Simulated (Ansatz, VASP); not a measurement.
One calculation of Si3N4, two programs

```
Si N
1.0
     7.61700    0.00000    0.00000
    -3.80850    6.59652    0.00000
     0.00000    0.00000    2.91340
Si N
6 8
Direct
  0.17405 0.76794 0.25000
  0.40611 0.17405 0.75000
  0.23206 0.40611 0.25000
  0.82595 0.23206 0.75000
  0.59389 0.82595 0.25000
  0.76794 0.59389 0.75000
  0.33333 0.66667 0.25000
  0.66667 0.33333 0.75000
  0.32979 0.03000 0.25000
  0.29979 0.32979 0.75000
  0.97000 0.29979 0.25000
  0.67021 0.97000 0.75000
  0.70021 0.67021 0.25000
  0.03000 0.70021 0.75000
```

Alike in both runs: functional PBE; k mesh 4 × 4 × 9; occupations fermi-dirac, width 0.02 eV; no spin polarisation.

Ansatz relaxed the structure, and its values are those at the end. VASP's run is a single point on that final structure, the one shown.

|  | VASP | Ansatz |
| --- | --- | --- |
| version | VASP 6.6.1 | Ansatz 0.2.0 |
| potentials or method | VASP PAW PBE potentials, release 64 (Si, N) | plane-wave PAW, scalar-relativistic |
| plane-wave cutoff (eV) | 520 | 420 |
| valence electrons in the cell | 64 | 64 |

Ansatz gave:

```
gap on the k mesh at the Fermi level (eV) : 4.32
pressure (GPa)                            : 4.0
```

Question: Estimate VASP's values.

Answer: gap on the k mesh at the Fermi level (eV): 4.31; pressure (GPa): 3.7.

Ansatz's warnings: stress scf threshold loose.
